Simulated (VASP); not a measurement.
Wanted: the native input for a VASP 6.6.1 run.

| Quantity | Value |
| --- | --- |
| Task | single point |
| Functional | PBE |
| Dispersion | D3(BJ) |
| Potentials or basis | VASP PAW PBE potentials, release 64 (Sn_d, Se) |
| Cutoff | 520 eV |
| k mesh | 12 × 12 × 6 |
| Occupations | gaussian, width 0.02 eV |
| Spin | no spin polarisation |
| Dipole correction | no |
| Further INCAR settings | ALGO = Normal; EDIFF = 1e-07; NBANDS = 20 |

The structure of SnSe2 lies in POSCAR:

```
SnSe2
1.0
    3.8584451358      0.0000000000      0.0000000000
   -1.9292225679      3.3415115067      0.0000000000
    0.0000000000      0.0000000000      6.3084277921
Sn Se
1 2
Direct
    0.0000000000      0.0000000000      0.0000000000
    0.3333333333      0.6666666667      0.2528233821
    0.6666666667      0.3333333333      0.7471766179
```

These files were run (other wordings do the same):

INCAR

```
PREC = Accurate
ENCUT = 520
EDIFF = 1E-7
ISMEAR = 0
SIGMA = 0.02
LREAL = False
LASPH = True
NELM = 100
ALGO = Normal
ISIF = 2
LWAVE = False
LCHARG = False
GGA = PE
IVDW = 12
NBANDS = 20
```

KPOINTS

```
Automatic mesh
0
Gamma
  12 12 6
```

Potentials or basis: VASP PAW PBE potentials, release 64 (Sn_d, Se).

The run is started by

```sh
$ cat potpaw_PBE.64/Sn_d/POTCAR potpaw_PBE.64/Se/POTCAR > POTCAR
$ mpirun -np 1 vasp_std > vasp.out
```

It gave:

| Property | Result |
| --- | --- |
| Pressure | -1.1 GPa |
| Largest force | 0.015 eV/Å |
| Band gap on the k mesh | 0.64 eV (least direct gap 1.05 eV) |
| Dispersion energy per atom | -0.342 eV |

Caveat: spin-orbit coupling is left out, which moves the levels of the heavy elements.

It took 80 s on 1 thread of Intel(R) Xeon(R) 6975P-C (Granite Rapids) (shared host), peak memory 0.3 GiB.
